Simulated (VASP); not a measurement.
# CdSe (F-43m) in VASP: a series of runs

The runs below take CdSe through single point, with r2SCAN+D3(BJ).

Everything below comes from runs of VASP 6.6.1. Logs are shortened: lines on timing, memory, paths and dates and some standing lists are left out, and cuts for length are marked.

### 1 The cell of the first run

It takes space group F-43m (No. 216, cubic). The conventional cell has a = 6.141 Å, b = 6.141 Å, c = 6.141 Å, α = 90.00°, β = 90.00°, γ = 90.00°. Within 3.5 Å of Cd (site symmetry -43m) lie 4 Se at 2.66 Å. Within 3.5 Å of Se (site symmetry -43m) lie 4 Cd at 2.66 Å.

### 2 Single point, r2SCAN+D3(BJ)

Input file POSCAR:

```
CdSe
1.0
    4.3420190000      0.0000000000      0.0000000000
    2.1710095000      3.7602987577      0.0000000000
    2.1710095000      1.2534329192      3.5452436678
Cd Se
1 1
Direct
    0.0000000000      0.0000000000      0.0000000000
    0.7500000000      0.7500000000      0.7500000000
```

Input file INCAR.step1:

```
SYSTEM = CdSe
ALGO     = Normal         ! electronic algorithm
EDIFF    = 1E-5           ! SCF threshold, eV
ENCUT    = 550            ! plane-wave cutoff, eV
GGA      = PE             ! functional
GGA_COMPAT= .False.      
ISMEAR   = 0              ! smearing method
LASPH    = .True.         ! aspherical terms in the spheres
LCHARG   = .False.        ! write CHGCAR
LREAL    = .False.        ! projectors in reciprocal space
LWAVE    = .True.         ! write WAVECAR
NBANDS   = 16             ! bands
NELM     = 120            ! most SCF steps
PREC     = Accurate       ! precision mode
SIGMA    = 0.01           ! smearing width, eV
```

Input file INCAR.step2:

```
SYSTEM = CdSe
ALGO     = Normal         ! electronic algorithm
EDIFF    = 1E-6           ! SCF threshold, eV
ENCUT    = 550            ! plane-wave cutoff, eV
GGA_COMPAT= .False.      
ISIF     = 2              ! what is computed and relaxed
ISMEAR   = 0              ! smearing method
ISTART   = 1            
IVDW     = 12             ! dispersion correction
LASPH    = .True.         ! aspherical terms in the spheres
LCHARG   = .True.         ! write CHGCAR
LELF     = .True.         ! ELF
LMIXTAU  = .True.       
LREAL    = .False.        ! projectors in reciprocal space
LVHAR    = .True.       
LWAVE    = .False.        ! write WAVECAR
METAGGA  = R2SCAN         ! meta-GGA
NBANDS   = 16             ! bands
NELM     = 120            ! most SCF steps
PREC     = Accurate       ! precision mode
SIGMA    = 0.01           ! smearing width, eV
VDW_A1   = 0.49484001   
VDW_A2   = 5.73083694   
VDW_S6   = 1.0          
VDW_S8   = 0.78981345
```

Input file KPOINTS:

```
k-points
0
Gamma
  3 3 3
  0 0 0
```

Potentials or basis: VASP PAW PBE potentials, release 64 (Cd, Se).

Launch:

```
> cat potpaw_PBE.64/Cd/POTCAR potpaw_PBE.64/Se/POTCAR > POTCAR
> cp INCAR.step1 INCAR
> mpirun -np 1 vasp_std > vasp.out
> cp INCAR.step2 INCAR
> mpirun -np 1 vasp_std > vasp.out
```

OUTCAR:

```text
SYSTEM = CdSe
   EDIFF = 1E-6
   ENCUT = 550
   ISIF = 2
   ISMEAR = 0
   ISTART = 1
   IVDW = 12
   LASPH = .True.
   LREAL = .False.
   METAGGA = R2SCAN
   NELM = 120
   PREC = Accurate
 IVDW          = 12

 ion  position               nearest neighbor table
   1  0.000  0.000  0.000-   2 2.66   2 2.66   2 2.66   2 2.66
   2  0.750  0.750  0.750-   1 2.66   1 2.66   1 2.66   1 2.66

  LATTYP: Found a face centered cubic cell.
 ALAT       =     6.1405421579

  Lattice vectors:

 A1 = (   4.3420190000,   0.0000000000,   0.0000000000)
 A2 = (   2.1710095000,   3.7602987577,   0.0000000000)
 A3 = (   2.1710095000,   1.2534329192,   3.5452436678)

Analysis of symmetry for initial positions (statically):
=====================================================================
 Subroutine PRICEL returns:
 Original cell was already a primitive cell.

 Routine SETGRP: Setting up the symmetry group for a
 face centered cubic supercell.

 Subroutine GETGRP returns: Found 24 space group operations
 (whereof 24 operations were pure point group operations)
 out of a pool of 48 trial point group operations.

The static configuration has the point symmetry T_d .

Analysis of symmetry for dynamics (positions and initial velocities):
=====================================================================
 Subroutine PRICEL returns:
 Original cell was already a primitive cell.

 Routine SETGRP: Setting up the symmetry group for a
 face centered cubic supercell.

 Subroutine GETGRP returns: Found 24 space group operations
 (whereof 24 operations were pure point group operations)
 out of a pool of 48 trial point group operations.

The dynamic configuration has the point symmetry T_d .

 Subroutine INISYM returns: Found 24 space group operations
 (whereof 24 operations are pure point group operations),
 and found     1 'primitive' translations

----------------------------------------------------------------------------------------

                                     Primitive cell

  volume of cell :      57.8842

  direct lattice vectors                    reciprocal lattice vectors
     4.342019000  0.000000000  0.000000000     0.230307606 -0.132968158 -0.094022686
     2.171009500  3.760298758  0.000000000     0.000000000  0.265936316 -0.094022686
     2.171009500  1.253432919  3.545243668     0.000000000  0.000000000  0.282068059

  length of vectors
     4.342019000  4.342019000  4.342019000     0.282068059  0.282068059  0.282068059

  position of ions in fractional coordinates (direct lattice)
     0.000000000  0.000000000  0.000000000
     0.750000000  0.750000000  0.750000000

  ion indices of the primitive-cell ions
   primitive index   ion index
                 1           1
                 2           2

----------------------------------------------------------------------------------------

 KPOINTS: k-points

Automatic generation of k-mesh.
 Grid dimensions read from file:
 generate k-points for:    3    3    3

 Generating k-lattice:

  Cartesian coordinates                     Fractional coordinates (reciprocal lattice)
     0.076769202 -0.044322719 -0.031340895     0.333333333  0.000000000  0.000000000
     0.000000000  0.088645439 -0.031340895     0.000000000  0.333333333  0.000000000
     0.000000000  0.000000000  0.094022686     0.000000000  0.000000000  0.333333333

  Length of vectors
     0.094022686  0.094022686  0.094022686

  Shift w.r.t. Gamma in fractional coordinates (k-lattice)
     0.000000000  0.000000000  0.000000000

 Subroutine IBZKPT returns following result:
 ===========================================

 Found      4 irreducible k-points:

 Following reciprocal coordinates:
            Coordinates               Weight
  0.000000  0.000000  0.000000      1.000000
  0.333333 -0.000000  0.000000      8.000000
  0.333333  0.333333 -0.000000      6.000000
 -0.333333  0.333333 -0.000000     12.000000
   k-points           NKPTS =      4   k-points in BZ     NKDIM =      4   number of bands    NBANDS=     16
   number of dos      NEDOS =    301   number of ions     NIONS =      2
   total plane-waves  NPLWV =  46656
   dimension x,y,z NGX =    36 NGY =   36 NGZ =   36
   dimension x,y,z NGXF=    72 NGYF=   72 NGZF=   72
   ions per type =               1   1
   NGX,Y,Z   is equivalent  to a cutoff of  13.78, 13.78, 13.78 a.u.
   NGXF,Y,Z  is equivalent  to a cutoff of  27.57, 27.57, 27.57 a.u.
 SYSTEM =  CdSe
   PREC   = accura    normal or accurate (medium, high low for compatibility)
   ISTART =      1    job   : 0-new  1-cont  2-samecut
   ICHARG =      0    charge: 1-file 2-atom 10-const
   ISPIN  =      1    spin polarized calculation?
   LNONCOLLINEAR =      F non collinear calculations
   LSORBIT =      F    spin-orbit coupling
   LASPH  =      T    aspherical Exc in radial PAW
   ENCUT  =  550.0 eV  40.42 Ry    6.36 a.u.   8.30  8.30  8.30*2*pi/ulx,y,z
   NELM   =    120;   NELMIN=  2; NELMDL=  0     # of ELM steps
   EDIFF  = 0.1E-05   stopping-criterion for ELM
   LREAL  =      F    real-space projection
   EDIFFG = 0.1E-04   stopping-criterion for IOM
   NSW    =      0    number of steps for IOM
   IBRION =     -1    ionic relax: 0-MD 1-quasi-New 2-CG
   NFREE  =      0    steps in history (QN), initial steepest desc. (CG)
   ISIF   =      2    stress and relaxation
   ISYM   =      2    0-nonsym 1-usesym 2-fastsym
   POTIM  = 0.5000    time-step for ionic-motion
   TEBEG  =    0.0;   TEEND  =   0.0 temperature during run
   PSTRESS=    0.0 pullay stress
   NELECT =      18.0000    total number of electrons
   NUPDOWN=      -1.0000    fix difference up-down
   EMIN   =  10.00;   EMAX   =-10.00  energy-range for DOS
   EFERMI =   0.00;   METHOD = LEGACY
   ISMEAR =     0;   SIGMA  =   0.01  broadening in eV -4-tet -1-fermi 0-gaus
   EFERMI_NEDOS =   21; number of points for ismear=-14 and -15
   IALGO  =     38    algorithm
   IMIX   =      4    mixing-type and parameters
     AMIX     =   0.40;   BMIX     =  1.00
     AMIX_MAG =   1.60;   BMIX_MAG =  1.00
  volume/ion in A,a.u.               =      28.94       195.31
  Fermi-wavevector in a.u.,A,eV,Ry     =   1.109121  2.095935 16.737200  1.230149
  Thomas-Fermi vector in A             =   2.245657
   LORBIT       =      0    0 simple, 1 ext, 2 COOP (PROOUT), +10 PAW based schemes
   METAGGA = R2SCAN    functional components
   LHFCALC =     F    Hartree Fock is set to
   AEXX    =    0.0000 exact exchange contribution
   IVDW    =    12    specifies the selected vdW correction
   LEPSILON=     F    determine dielectric tensor
   LRPA    =     F    only Hartree local field effects (RPA)
 non-spin polarized calculation
 Gauss-broadening in eV      SIGMA  =   0.01
  energy-cutoff  :      550.00
  volume of cell :       57.88
 maximum number of plane-waves:      1700
 NGX is ok and might be reduce to    36
   NGX = 17   NGY = 17   NGZ = 17

 number of electron      17.9999997 magnetization

 Free energy of the ion-electron system (eV)
  ---------------------------------------------------
  ext. energy  EPLUGINS =         0.00000000
  ---------------------------------------------------
  free energy    TOTEN  =       -35.73667409 eV

  energy without entropy =      -35.73667409  energy(sigma->0) =      -35.73667409

 E-fermi :   0.5831     XC(G=0):  -9.2649

 val. band max:        0.4978880898   @ k =   0.0000   0.0000   0.0000
 cond. band min:       1.4758951215   @ k =   0.0000   0.0000   0.0000
 fundamental gap:      0.9780070318
 Fermi energy:         0.5830901603

 k-point     1 :       0.0000    0.0000    0.0000
  band No.  band energies     occupation
      1     -12.3403      2.00000
      2      -7.6605      2.00000
      3      -7.6605      2.00000
      4      -7.6605      2.00000
      5      -7.2981      2.00000
      6      -7.2981      2.00000
[... 8 lines left out ...]
     15      12.0355      0.00000
     16      12.0355      0.00000

 k-point     2 :       0.3333   -0.0000    0.0000
  band No.  band energies     occupation
      1     -12.0728      2.00000
      2      -7.5861      2.00000
      3      -7.5861      2.00000
      4      -7.2884      2.00000
      5      -7.2884      2.00000
      6      -7.2698      2.00000
[... 8 lines left out ...]
     15      11.5110      0.00000
     16      11.5110      0.00000

 k-point     3 :       0.3333    0.3333   -0.0000
  band No.  band energies     occupation
      1     -11.9870      2.00000
      2      -7.4799      2.00000
      3      -7.4799      2.00000
      4      -7.4510      2.00000
      5      -7.2567      2.00000
      6      -7.1879      2.00000
[... 8 lines left out ...]
     15      12.9429      0.00000
     16      15.0117      0.00000

 k-point     4 :      -0.3333    0.3333   -0.0000
  band No.  band energies     occupation
      1     -11.8993      2.00000
      2      -7.5153      2.00000
      3      -7.4773      2.00000
      4      -7.3319      2.00000
      5      -7.2841      2.00000
      6      -6.8789      2.00000
[... 8 lines left out ...]
     15      11.7690      0.00000
     16      15.0640      0.00000

------------------------ aborting loop because EDIFF is reached ----------------------------------------

 Edisp (eV)   -0.29953

 E8    (eV) :    -0.1009

  FORCE on cell =-STRESS in cart. coord.  units (eV):
  Direction    XX          YY          ZZ          XY          YZ          ZX
  --------------------------------------------------------------------------------------
  -------------------------------------------------------------------------------------
  Total      -0.02166    -0.02166    -0.02166    -0.00000     0.00000     0.00000
  in kB      -0.59965    -0.59965    -0.59965    -0.00000     0.00000     0.00000
  external pressure =       -0.60 kB  Pullay stress =        0.00 kB

 VOLUME and BASIS-vectors are now :
 -----------------------------------------------------------------------------
  energy-cutoff  :      550.00
  volume of cell :       57.88
      direct lattice vectors                 reciprocal lattice vectors
     4.342019000  0.000000000  0.000000000     0.230307606 -0.132968158 -0.094022686
     2.171009500  3.760298758  0.000000000     0.000000000  0.265936316 -0.094022686
     2.171009500  1.253432919  3.545243668     0.000000000  0.000000000  0.282068059

 POSITION                                       TOTAL-FORCE (eV/Angst)
 -----------------------------------------------------------------------------------
      0.00000      0.00000      0.00000         0.000000      0.000000      0.000000
      6.51303      3.76030      2.65893        -0.000000     -0.000000     -0.000000
 -----------------------------------------------------------------------------------
    total drift:                               -0.000000     -0.000000     -0.000000

  FREE ENERGIE OF THE ION-ELECTRON SYSTEM (eV)
  ---------------------------------------------------
  free  energy   TOTEN  =       -36.0362000556 eV

  energy  without entropy=      -36.0362000556  energy(sigma->0) =      -36.03620006
```

It took 3.8 min on 1 thread of Intel Xeon 8259CL, shared host; peak memory 0.22 GiB.

Results:

* Free energy: -36.0362 eV
* Pressure: -0.1 GPa
* Band gap on the k mesh: 0.98 eV, direct
* Dispersion energy per atom: -0.150 eV

Caveat: the k points lie up to 0.59 Å⁻¹ apart; the PAW data sets were made with another functional, which shifts forces and pressure a little. r2SCAN opens gaps a little over a GGA but as a rule still falls short of measured ones.

### 3 Single point, r2SCAN+D3(BJ)

POSCAR is that of step 2.

Input file INCAR.step1:

```
PREC     = Accurate       # precision mode
ENCUT    = 550            # plane-wave cutoff, eV
ISMEAR   = 0              # smearing method
SIGMA    = 0.01           # smearing width, eV
LREAL    = F              # projectors in reciprocal space
LASPH    = T              # aspherical terms in the spheres
NELM     = 120            # most SCF steps
NBANDS   = 16             # bands
GGA      = PE             # functional
ALGO     = Normal         # electronic algorithm
EDIFF    = 1E-5           # SCF threshold, eV
LWAVE    = T              # write WAVECAR
LCHARG   = F              # write CHGCAR
GGA_COMPAT= F
```

Input file INCAR.step2:

```
PREC     = Accurate       # precision mode
ENCUT    = 550            # plane-wave cutoff, eV
EDIFF    = 1E-6           # SCF threshold, eV
ISMEAR   = 0              # smearing method
SIGMA    = 0.01           # smearing width, eV
LREAL    = F              # projectors in reciprocal space
LASPH    = T              # aspherical terms in the spheres
NELM     = 120            # most SCF steps
ALGO     = Normal         # electronic algorithm
ISIF     = 2              # what is computed and relaxed
LWAVE    = F              # write WAVECAR
LCHARG   = F              # write CHGCAR
METAGGA  = R2SCAN         # meta-GGA
LMIXTAU  = T            
IVDW     = 12             # dispersion correction
VDW_S6   = 1.0          
VDW_S8   = 0.78981345   
VDW_A1   = 0.49484001   
VDW_A2   = 5.73083694   
NBANDS   = 16             # bands
ISTART   = 1            
GGA_COMPAT= F
```

Input file KPOINTS:

```
regular mesh
0
Gamma
  4 4 4
```

Potentials or basis: VASP PAW PBE potentials, release 64 (Cd, Se).

Launch:

```
> cat potpaw_PBE.64/Cd/POTCAR potpaw_PBE.64/Se/POTCAR > POTCAR
> cp INCAR.step1 INCAR
> mpirun -np 1 vasp_std > vasp.out
> cp INCAR.step2 INCAR
> mpirun -np 1 vasp_std > vasp.out
```

OUTCAR:

```text
PREC = Accurate
   ENCUT = 550
   EDIFF = 1E-6
   ISMEAR = 0
   LREAL = F
   LASPH = T
   NELM = 120
   ISIF = 2
   METAGGA = R2SCAN
   IVDW = 12
   ISTART = 1
 IVDW          = 12

 ion  position               nearest neighbor table
   1  0.000  0.000  0.000-   2 2.66   2 2.66   2 2.66   2 2.66
   2  0.750  0.750  0.750-   1 2.66   1 2.66   1 2.66   1 2.66

  LATTYP: Found a face centered cubic cell.
 ALAT       =     6.1405421579

  Lattice vectors:
[... 320 lines left out ...]
     16      14.0984      0.00000

------------------------ aborting loop because EDIFF is reached ----------------------------------------

 Edisp (eV)   -0.29953

 E8    (eV) :    -0.1009

  FORCE on cell =-STRESS in cart. coord.  units (eV):
  Direction    XX          YY          ZZ          XY          YZ          ZX
  --------------------------------------------------------------------------------------
  -------------------------------------------------------------------------------------
  Total      -0.22564    -0.22564    -0.22564    -0.00000     0.00000     0.00000
  in kB      -6.24559    -6.24559    -6.24559    -0.00000     0.00000     0.00000
  external pressure =       -6.25 kB  Pullay stress =        0.00 kB

 VOLUME and BASIS-vectors are now :
 -----------------------------------------------------------------------------
  energy-cutoff  :      550.00
  volume of cell :       57.88
      direct lattice vectors                 reciprocal lattice vectors
     4.342019000  0.000000000  0.000000000     0.230307606 -0.132968158 -0.094022686
     2.171009500  3.760298758  0.000000000     0.000000000  0.265936316 -0.094022686
     2.171009500  1.253432919  3.545243668     0.000000000  0.000000000  0.282068059

 POSITION                                       TOTAL-FORCE (eV/Angst)
 -----------------------------------------------------------------------------------
      0.00000      0.00000      0.00000         0.000000     -0.000000     -0.000000
      6.51303      3.76030      2.65893        -0.000000      0.000000      0.000000
 -----------------------------------------------------------------------------------
    total drift:                               -0.000000     -0.000000     -0.000000

  FREE ENERGIE OF THE ION-ELECTRON SYSTEM (eV)
  ---------------------------------------------------
  free  energy   TOTEN  =       -36.1763162761 eV

  energy  without entropy=      -36.1763162761  energy(sigma->0) =      -36.17631628
```

OUTCAR.step1:

```text
PREC = Accurate
   ENCUT = 550
   ISMEAR = 0
   LREAL = F
   LASPH = T
[... 354 lines left out ...]
 -----------------------------------------------------------------------------------
      0.00000      0.00000      0.00000        -0.000000      0.000000     -0.000000
      6.51303      3.76030      2.65893         0.000000     -0.000000      0.000000
 -----------------------------------------------------------------------------------
    total drift:                               -0.000000     -0.000000     -0.000000

  FREE ENERGIE OF THE ION-ELECTRON SYSTEM (eV)
  ---------------------------------------------------
  free  energy   TOTEN  =        -5.4432268070 eV

  energy  without entropy=       -5.4432268070  energy(sigma->0) =       -5.44322681
```

OSZICAR.step1:

```text
N       E                     dE             d eps       ncg     rms          rms(c)
DAV:   1     0.110339833687E+03    0.11034E+03   -0.89507E+03   256   0.106E+03
DAV:   2    -0.166727973473E+01   -0.11201E+03   -0.10654E+03   312   0.252E+02
DAV:   3    -0.582132000941E+01   -0.41540E+01   -0.41494E+01   288   0.500E+01
DAV:   4    -0.583982546542E+01   -0.18505E-01   -0.18505E-01   360   0.328E+00
DAV:   5    -0.583994486375E+01   -0.11940E-03   -0.11940E-03   280   0.231E-01    0.590E+00
DAV:   6    -0.546535573338E+01    0.37459E+00   -0.55388E-01   344   0.877E+00    0.473E+00
DAV:   7    -0.544160631511E+01    0.23749E-01   -0.14867E-01   304   0.256E+00    0.205E+00
DAV:   8    -0.544283909449E+01   -0.12328E-02   -0.14243E-02   272   0.142E+00    0.250E-01
DAV:   9    -0.544309385139E+01   -0.25476E-03   -0.14928E-03   288   0.485E-01    0.487E-02
DAV:  10    -0.544317062547E+01   -0.76774E-04   -0.16472E-04   312   0.160E-01    0.459E-02
DAV:  11    -0.544322693693E+01   -0.56311E-04   -0.90547E-05   328   0.592E-02    0.166E-02
DAV:  12    -0.544322680699E+01    0.12994E-06   -0.16807E-06   248   0.155E-02
   1 F= -.54432268E+01 E0= -.54432268E+01  d E =-.804619E-18
```

Run time: 3.9 min. Hardware: 1 thread of Intel Xeon 8259CL, shared host; peak memory 0.23 GiB.

What came out:

```yaml
Free_energy: -36.1763 eV
Pressure: -0.6 GPa
Band_gap_on_the_k_mesh: 1.01 eV, direct
Dispersion_energy_per_atom: -0.150 eV
```

Caveat: the k points lie up to 0.44 Å⁻¹ apart; the PAW data sets were made with another functional, which shifts forces and pressure a little. r2SCAN opens gaps a little over a GGA but as a rule still falls short of measured ones.
